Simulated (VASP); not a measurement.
# GaN (F-43m) in VASP: further runs, part 2 of 2

VASP 6.6.1.

### 4 Single point, PBEsol

File INCAR:

```
SYSTEM = GaN
PREC = Accurate
ENCUT = 520
EDIFF = 1E-6
ISMEAR = 0
SIGMA = 0.01
LREAL = .FALSE.
LASPH = .TRUE.
NELM = 100
ALGO = Normal
ISIF = 2
LWAVE = .FALSE.
LCHARG = .FALSE.
GGA = PS
NBANDS = 16
```

File KPOINTS:

```
Automatic mesh
0
G
  7 7 7
  0 0 0
```

File POSCAR:

```
GaN
1.0
    0.0000000000      2.2535010000      2.2535010000
    2.2535010000      0.0000000000      2.2535010000
    2.2535010000      2.2535010000      0.0000000000
Ga N
1 1
Direct
    0.0000000000      0.0000000000      0.0000000000
    0.7500000000      0.7500000000      0.7500000000
```

Potentials or basis: VASP PAW PBE potentials, release 64 (Ga_d, N).

Run with:

```sh
> cat potpaw_PBE.64/Ga_d/POTCAR potpaw_PBE.64/N/POTCAR > POTCAR
> mpirun -np 1 vasp_std > vasp.out
```

OUTCAR:

```text
SYSTEM = GaN
   PREC = Accurate
   ENCUT = 520
   EDIFF = 1E-6
   ISMEAR = 0
   LREAL = .FALSE.
   LASPH = .TRUE.
   NELM = 100
   ISIF = 2
   GGA = PS

 ion  position               nearest neighbor table
   1  0.000  0.000  0.000-   2 1.95   2 1.95   2 1.95   2 1.95
   2  0.750  0.750  0.750-   1 1.95   1 1.95   1 1.95   1 1.95

  LATTYP: Found a face centered cubic cell.
 ALAT       =     4.5070020000

  Lattice vectors:

 A1 = (   0.0000000000,   2.2535010000,   2.2535010000)
 A2 = (   2.2535010000,   0.0000000000,   2.2535010000)
 A3 = (   2.2535010000,   2.2535010000,   0.0000000000)

Analysis of symmetry for initial positions (statically):
=====================================================================
 Subroutine PRICEL returns:
 Original cell was already a primitive cell.

 Routine SETGRP: Setting up the symmetry group for a
 face centered cubic supercell.

 Subroutine GETGRP returns: Found 24 space group operations
 (whereof 24 operations were pure point group operations)
 out of a pool of 48 trial point group operations.

The static configuration has the point symmetry T_d .

Analysis of symmetry for dynamics (positions and initial velocities):
=====================================================================
 Subroutine PRICEL returns:
 Original cell was already a primitive cell.

 Routine SETGRP: Setting up the symmetry group for a
 face centered cubic supercell.

 Subroutine GETGRP returns: Found 24 space group operations
 (whereof 24 operations were pure point group operations)
 out of a pool of 48 trial point group operations.

The dynamic configuration has the point symmetry T_d .

 Subroutine INISYM returns: Found 24 space group operations
 (whereof 24 operations are pure point group operations),
 and found     1 'primitive' translations

----------------------------------------------------------------------------------------

                                     Primitive cell

  volume of cell :      22.8878

  direct lattice vectors                    reciprocal lattice vectors
     0.000000000  2.253501000  2.253501000    -0.221876982  0.221876982  0.221876982
     2.253501000  0.000000000  2.253501000     0.221876982 -0.221876982  0.221876982
     2.253501000  2.253501000  0.000000000     0.221876982  0.221876982 -0.221876982

  length of vectors
     3.186931677  3.186931677  3.186931677     0.384302205  0.384302205  0.384302205

  position of ions in fractional coordinates (direct lattice)
     0.000000000  0.000000000  0.000000000
     0.750000000  0.750000000  0.750000000

  ion indices of the primitive-cell ions
   primitive index   ion index
                 1           1
                 2           2

----------------------------------------------------------------------------------------

 KPOINTS: Automatic mesh

Automatic generation of k-mesh.
 Grid dimensions read from file:
 generate k-points for:    7    7    7

 Generating k-lattice:

  Cartesian coordinates                     Fractional coordinates (reciprocal lattice)
    -0.031696712  0.031696712  0.031696712     0.142857143  0.000000000  0.000000000
     0.031696712 -0.031696712  0.031696712     0.000000000  0.142857143  0.000000000
     0.031696712  0.031696712 -0.031696712     0.000000000  0.000000000  0.142857143

  Length of vectors
     0.054900315  0.054900315  0.054900315

  Shift w.r.t. Gamma in fractional coordinates (k-lattice)
     0.000000000  0.000000000  0.000000000

 Subroutine IBZKPT returns following result:
 ===========================================

 Found     20 irreducible k-points:

 Following reciprocal coordinates:
            Coordinates               Weight
  0.000000  0.000000  0.000000      1.000000
  0.142857  0.000000  0.000000      8.000000
  0.285714  0.000000  0.000000      8.000000
  0.428571  0.000000  0.000000      8.000000
  0.142857  0.142857  0.000000      6.000000
  0.285714  0.142857  0.000000     24.000000
[... 12 lines left out ...]
 -0.428571  0.428571  0.142857     24.000000
 -0.285714  0.428571  0.142857     24.000000
   k-points           NKPTS =     20   k-points in BZ     NKDIM =     20   number of bands    NBANDS=     16
   number of dos      NEDOS =    301   number of ions     NIONS =      2
   total plane-waves  NPLWV =  13824
   dimension x,y,z NGX =    24 NGY =   24 NGZ =   24
   dimension x,y,z NGXF=    48 NGYF=   48 NGZF=   48
   ions per type =               1   1
   NGX,Y,Z   is equivalent  to a cutoff of  12.52, 12.52, 12.52 a.u.
   NGXF,Y,Z  is equivalent  to a cutoff of  25.04, 25.04, 25.04 a.u.
 SYSTEM =  GaN
   PREC   = accura    normal or accurate (medium, high low for compatibility)
   ISTART =      0    job   : 0-new  1-cont  2-samecut
   ICHARG =      2    charge: 1-file 2-atom 10-const
   ISPIN  =      1    spin polarized calculation?
   LNONCOLLINEAR =      F non collinear calculations
   LSORBIT =      F    spin-orbit coupling
   LASPH  =      T    aspherical Exc in radial PAW
   ENCUT  =  520.0 eV  38.22 Ry    6.18 a.u.   5.93  5.93  5.93*2*pi/ulx,y,z
   NELM   =    100;   NELMIN=  2; NELMDL= -5     # of ELM steps
   EDIFF  = 0.1E-05   stopping-criterion for ELM
   LREAL  =      F    real-space projection
   EDIFFG = 0.1E-04   stopping-criterion for IOM
   NSW    =      0    number of steps for IOM
   IBRION =     -1    ionic relax: 0-MD 1-quasi-New 2-CG
   NFREE  =      0    steps in history (QN), initial steepest desc. (CG)
   ISIF   =      2    stress and relaxation
   ISYM   =      2    0-nonsym 1-usesym 2-fastsym
   POTIM  = 0.5000    time-step for ionic-motion
   TEBEG  =    0.0;   TEEND  =   0.0 temperature during run
   PSTRESS=    0.0 pullay stress
   NELECT =      18.0000    total number of electrons
   NUPDOWN=      -1.0000    fix difference up-down
   EMIN   =  10.00;   EMAX   =-10.00  energy-range for DOS
   EFERMI =   0.00;   METHOD = LEGACY
   ISMEAR =     0;   SIGMA  =   0.01  broadening in eV -4-tet -1-fermi 0-gaus
   EFERMI_NEDOS =   21; number of points for ismear=-14 and -15
   IALGO  =     38    algorithm
   IMIX   =      4    mixing-type and parameters
     AMIX     =   0.40;   BMIX     =  1.00
     AMIX_MAG =   1.60;   BMIX_MAG =  1.00
  volume/ion in A,a.u.               =      11.44        77.23
  Fermi-wavevector in a.u.,A,eV,Ry     =   1.511116  2.855596 31.068532  2.283473
  Thomas-Fermi vector in A             =   2.621216
   LORBIT       =      0    0 simple, 1 ext, 2 COOP (PROOUT), +10 PAW based schemes
   GGA     = PS    functional components
   LHFCALC =     F    Hartree Fock is set to
   AEXX    =    0.0000 exact exchange contribution
   IVDW    =     0    specifies the selected vdW correction
   LEPSILON=     F    determine dielectric tensor
   LRPA    =     F    only Hartree local field effects (RPA)
 non-spin polarized calculation
 Gauss-broadening in eV      SIGMA  =   0.01
  energy-cutoff  :      520.00
  volume of cell :       22.89
 maximum number of plane-waves:       630
   NGX = 11   NGY = 11   NGZ = 11

 number of electron      18.0000004 magnetization

 Free energy of the ion-electron system (eV)
  ---------------------------------------------------
  ext. energy  EPLUGINS =         0.00000000
  ---------------------------------------------------
  free energy    TOTEN  =       -13.12046767 eV

  energy without entropy =      -13.12046767  energy(sigma->0) =      -13.12046767

 E-fermi :   5.2353     XC(G=0): -11.9016

 val. band max:        5.1510533173   @ k =   0.0000   0.0000   0.0000
 cond. band min:       6.8332298265   @ k =   0.0000   0.0000   0.0000
 fundamental gap:      1.6821765092
 Fermi energy:         5.2353045450

 k-point     1 :       0.0000    0.0000    0.0000
  band No.  band energies     occupation
      1     -10.7812      2.00000
      2      -8.2534      2.00000
      3      -8.2534      2.00000
      4      -8.2534      2.00000
      5      -7.9285      2.00000
      6      -7.9285      2.00000
[... 8 lines left out ...]
     15      23.8414      0.00000
     16      23.8414      0.00000
[... 343 lines left out ...]
 k-point    20 :      -0.2857    0.4286    0.1429
  band No.  band energies     occupation
      1      -9.6703      2.00000
      2      -8.1221      2.00000
      3      -8.0572      2.00000
      4      -7.9406      2.00000
      5      -7.9097      2.00000
      6      -6.0283      2.00000
[... 8 lines left out ...]
     15      24.3087      0.00000
     16      28.4335      0.00000

------------------------ aborting loop because EDIFF is reached ----------------------------------------

  FORCE on cell =-STRESS in cart. coord.  units (eV):
  Direction    XX          YY          ZZ          XY          YZ          ZX
  --------------------------------------------------------------------------------------
  -------------------------------------------------------------------------------------
  Total       -0.1888681     -0.1888681     -0.1888681     -0.0000000     -0.0000000     -0.0000000
  in kB      -13.2210481    -13.2210481    -13.2210481     -0.0000000     -0.0000000     -0.0000000
  external PRESSURE =     -13.2210481 kB  Pullay stress =       0.0000000 kB

 VOLUME and BASIS-vectors are now :
 -----------------------------------------------------------------------------
  energy-cutoff  :      520.00
  volume of cell :       22.89
      direct lattice vectors                 reciprocal lattice vectors
     0.000000000  2.253501000  2.253501000    -0.221876982  0.221876982  0.221876982
     2.253501000  0.000000000  2.253501000     0.221876982 -0.221876982  0.221876982
     2.253501000  2.253501000  0.000000000     0.221876982  0.221876982 -0.221876982

 POSITION                                       TOTAL-FORCE (eV/Angst)
 -----------------------------------------------------------------------------------
      0.00000      0.00000      0.00000        -0.000000     -0.000000     -0.000000
      3.38025      3.38025      3.38025         0.000000      0.000000      0.000000
 -----------------------------------------------------------------------------------
    total drift:                               -0.000001     -0.000001     -0.000001

  FREE ENERGIE OF THE ION-ELECTRON SYSTEM (eV)
  ---------------------------------------------------
  free  energy   TOTEN  =       -13.1204676741 eV

  energy  without entropy=      -13.1204676741  energy(sigma->0) =      -13.12046767
```

Wall time 12 s (1 thread of Intel Xeon 8259CL, shared host); peak memory 0.14 GiB.

What came out:

| Item | Value |
| --- | --- |
| Free energy | -13.1205 eV |
| Pressure | -1.3 GPa |
| Band gap on the k mesh | 1.68 eV, direct |

Caveat: the PAW data sets were made with another functional, which shifts forces and pressure a little.

### 5 Single point, PBEsol

File INCAR:

```
ALGO = Normal
EDIFF = 1E-6
ENCUT = 520
GGA = PS
ISIF = 2
ISMEAR = 0
LASPH = T
LCHARG = F
LREAL = F
LWAVE = F
NBANDS = 16
NELM = 60
PREC = Accurate
SIGMA = 0.01
```

File KPOINTS:

```
k-points
0
Gamma
  9 9 9
```

POSCAR is that of step 4.

Run with:

```sh
> cat potpaw_PBE.64/Ga_d/POTCAR potpaw_PBE.64/N/POTCAR > POTCAR
> mpirun -np 1 vasp_std > vasp.out
```

Run time: 22 s. Hardware: 1 thread of Intel Xeon 8259CL, shared host; peak memory 0.14 GiB.

Results (log left out):

```
Free energy            : -13.1218 eV
Pressure               : -1.3 GPa
Band gap on the k mesh : 1.68 eV, direct
```

Levels at points of the mesh, in eV from the valence-band top:
| k point | band 7 | band 8 | band 9 | band 10 | band 11 | band 12 |
| --- | --- | --- | --- | --- | --- | --- |
| (0.00, 0.00, 0.00) | 0.00 | 0.00 | 0.00 | 1.68 | 10.20 | 10.20 |

Caveat: the PAW data sets were made with another functional, which shifts forces and pressure a little. PBEsol gaps usually lie below the measured ones, often by a third to a half.

### 6 Overview

| k mesh | gap on the mesh (eV) | pressure (GPa) |
| --- | --- | --- |
| 3 × 3 × 3 | 1.61 | -1.0 |
| 5 × 5 × 5 | 1.68 | -1.4 |
| 7 × 7 × 7 | 1.68 | -1.3 |
| 9 × 9 × 9 | 1.68 | -1.3 |

Alike in all rows: task single point; level PBEsol; potentials or basis VASP PAW PBE potentials, release 64 (Ga_d, N); no spin polarisation; cell as given; cutoff (eV) 520; smearing gaussian 0.01 eV.

Caveats: some runs use coarse meshes; the PAW data sets were made with another functional, which shifts forces and pressure a little.

Total energies depend on the potentials used, so only differences within one code and one set of settings carry meaning.
